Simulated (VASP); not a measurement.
# Br: single point with PBE

Br:

```xyz
4
Lattice="4.9109 0.0000 0.0000 -2.4554 4.2530 0.0000 0.0000 0.0000 9.0239" Properties=species:S:1:pos:R:3 pbc="T T T"
Br    0.0000    0.0000    6.7680
Br    0.0000    0.0000    2.2560
Br    0.0000    2.8353    6.7680
Br    2.4554    1.4177    2.2560
```

```json
{
 "Program": "VASP 6.6.1",
 "Task": "single point",
 "Functional": "PBE",
 "Potentials or basis": "VASP PAW PBE potentials, release 64 (Br)",
 "Cutoff": "520 eV",
 "k mesh": "12 × 12 × 6",
 "Occupations": "gaussian, width 0.1 eV",
 "Spin": "no spin polarisation",
 "Dipole correction": "no",
 "Further INCAR settings": "ALGO = Normal; EDIFF = 1e-06; NBANDS = 22"
}
```

| Property | Result |
| --- | --- |
| Pressure | 0.0 GPa |
| Band gap on the k mesh | zero (filled and empty bands touch) |

Levels at points of the mesh, in eV from the Fermi level:
| k point | band 11 | band 12 | band 13 | band 14 | band 15 | band 16 | band 17 | band 18 |
| --- | --- | --- | --- | --- | --- | --- | --- | --- |
| (0.00, 0.00, 0.00) | -0.23 | -0.06 | -0.05 | -0.05 | -0.03 | -0.03 | 5.12 | 7.56 |
| (0.50, 0.00, 0.00) | -1.04 | -0.93 | -0.12 | -0.12 | 1.14 | 1.15 | 7.00 | 7.12 |
| (0.00, 0.00, 0.50) | -0.15 | -0.15 | -0.04 | -0.04 | -0.04 | -0.04 | 6.16 | 6.16 |
| (0.50, 0.00, 0.50) | -1.03 | -1.03 | -0.12 | -0.12 | 1.14 | 1.14 | 7.24 | 7.24 |

It took 2.4 min on 1 thread of Intel(R) Xeon(R) 6975P-C (Granite Rapids) (shared host), peak memory 0.46 GiB.

Caveat: this functional lacks dispersion, which binds layers or chains, so the pressure and a relaxed spacing across them are unreliable.
